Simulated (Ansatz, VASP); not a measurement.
## Two plane-wave programs on Cu

```
Cu
1.0
     0.00000    1.78877    1.78877
     1.78877    0.00000    1.78877
     1.78877    1.78877    0.00000
Cu
1
Direct
  0.00000 0.00000 0.00000
```

Alike in both runs: functional r2SCAN; k mesh 18 × 18 × 18; occupations fermi-dirac, width 0.05 eV; no spin polarisation.

Ansatz relaxed the structure, and its values are those at the end. VASP's run is a single point on that final structure, the one shown.

```csv
,VASP,Ansatz
version,VASP 6.6.1,Ansatz 0.2.0
potentials or method,"VASP PAW PBE potentials, release 64 (Cu)","PAW with Ansatz's default frozen-core files, scalar-relativistic"
plane-wave cutoff (eV),520,500
valence electrons in the cell,11,19
```

Ansatz gave:

* pressure (GPa): 0.0

Question: Estimate VASP's values.

Answer: Pressure (GPa): 0.5.

VASP's potentials were made for PBE, not for r2SCAN. VASP's potentials hold 11 valence electrons a cell and Ansatz's 19, so a difference there can come from the potentials and not from the codes.
